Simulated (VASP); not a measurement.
Input of a VASP 6.6.1 run:

POSCAR

```
Pt
1.0
    1.3617042197     -2.3717541735      0.0000000000
    1.3617042197      2.3717541735      0.0000000000
    0.0000000000      0.0000000000      4.7818281403
Pt
2
Direct
    0.6466307918      0.3533692082      0.2500000000
    0.3533692082      0.6466307918      0.7500000000
```

The input INCAR.step1:

```
PREC = Accurate
ENCUT = 520
ISMEAR = 0
SIGMA = 0.1
LREAL = F
LASPH = T
NELM = 80
NBANDS = 17
GGA = PE
ALGO = Normal
EDIFF = 1E-4
LWAVE = T
LCHARG = F
```

Contents of INCAR.step2:

```
PREC = Accurate
ENCUT = 520
EDIFF = 1E-6
ISMEAR = 0
SIGMA = 0.1
LREAL = F
LASPH = T
NELM = 80
ALGO = Normal
ISIF = 2
LWAVE = F
LCHARG = T
METAGGA = R2SCAN
LMIXTAU = T
LELF = T
LVHAR = T
NBANDS = 17
ISTART = 1
```

File KPOINTS:

```
Automatic mesh
0
Gamma
  18 18 10
```

Potentials or basis: VASP PAW PBE potentials, release 64 (Pt).

Launch:

```console
$ cat potpaw_PBE.64/Pt/POTCAR > POTCAR
$ cp INCAR.step1 INCAR
$ mpirun -np 1 vasp_std > vasp.out
$ cp INCAR.step2 INCAR
$ mpirun -np 1 vasp_std > vasp.out
```

(1) Estimate the pressure.

(2) What does it give for the largest force?

Results:

(1) 0.6 GPa.

(2) 0.010 eV/Å.

Caveat: the PAW data sets were made with another functional, which shifts forces and pressure a little.
